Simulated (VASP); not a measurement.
Crystal: MgO.

```xyz
4
Lattice="0.0000 3.5539 2.9547 2.0379 0.0000 2.9547 2.0379 3.5539 0.0000" Properties=species:S:1:pos:R:3 pbc="T T T"
Mg    2.0379    1.7770    2.7061
Mg    2.0379    5.3309    2.7061
O     2.7172    3.5539    1.9698
O     1.3586    3.5539    1.9698
```

```yaml
Program: VASP 6.6.1
Task: relaxation of cell and atoms
Functional: PBE
Potentials_or_basis: VASP PAW PBE potentials, release 64 (Mg, O)
Cutoff: 600 eV
k_mesh: 6 × 6 × 6
Occupations: gaussian, width 0.1 eV
Spin: no spin polarisation
```

At the start: pressure 47.5 GPa; volume 10.70 Å³/atom.

Question: Where does the relaxation end?

Answer: Over 24 steps the energy falls by 2813.0 meV/atom and the volume is 14.31 Å³/atom (+33.7 %); space group Pmmm (No. 47, to 0.05 Å).

Step by step:
| step | energy change (eV) | largest force (eV/Å) | pressure (GPa) | volume (Å³) |
| --- | --- | --- | --- | --- |
| 1 | 0.0000 | 5.3692 | 47.47 | 42.80 |
| 2 | -5.4522 | 1.1064 | -19.73 | 64.04 |
| 3 | -5.4936 | 1.3643 | -16.88 | 61.48 |
| 4 | -8.1961 | 1.2357 | -25.64 | 56.76 |
| 5 | -8.6372 | 1.1409 | -26.10 | 58.55 |
| 6 | -8.6973 | 2.5703 | 37.89 | 40.70 |
| 7 | -10.0908 | 1.2651 | -6.28 | 48.44 |
| 8 | -10.0950 | 1.2842 | -4.64 | 47.99 |
| 9 | -10.4727 | 0.6326 | 4.80 | 45.96 |
| 10 | -10.5175 | 0.7561 | 2.18 | 46.47 |
| 11 | -10.6116 | 0.6275 | 1.29 | 47.15 |
| 12 | -10.6681 | 0.9109 | 0.19 | 48.24 |
| 13 | -10.7282 | 0.9030 | 0.66 | 48.63 |
| 14 | -10.8919 | 0.8592 | 1.66 | 49.80 |
| 15 | -11.0716 | 0.8052 | 0.75 | 52.16 |
| 16 | -11.1771 | 0.1612 | 2.32 | 52.84 |
| 17 | -11.1786 | 0.2370 | 2.60 | 52.94 |
| 18 | -11.2073 | 0.2405 | 0.87 | 54.30 |
| 19 | -11.2256 | 0.2445 | -1.93 | 56.67 |
| 20 | -11.2425 | 0.1808 | -0.68 | 57.03 |
| 21 | -11.2456 | 0.1425 | 0.08 | 57.25 |
| 22 | -11.2477 | 0.1149 | -0.08 | 57.31 |
| 23 | -11.2507 | 0.0734 | -0.46 | 57.47 |
| 24 | -11.2522 | 0.0211 | 0.05 | 57.24 |

Final structure:
```
Mg O
1.0
     0.00000    2.82481    3.65873
     2.76927    0.00000    3.65873
     2.76927    2.82481    0.00000
Mg O
2 2
Direct
  0.14550 0.64510 0.35490
  0.64510 0.14550 0.85450
  0.14586 0.64608 0.85414
  0.64608 0.14586 0.35392
```

Caveat: the volume moved by over 15 % at a fixed basis, so the end points are rough.
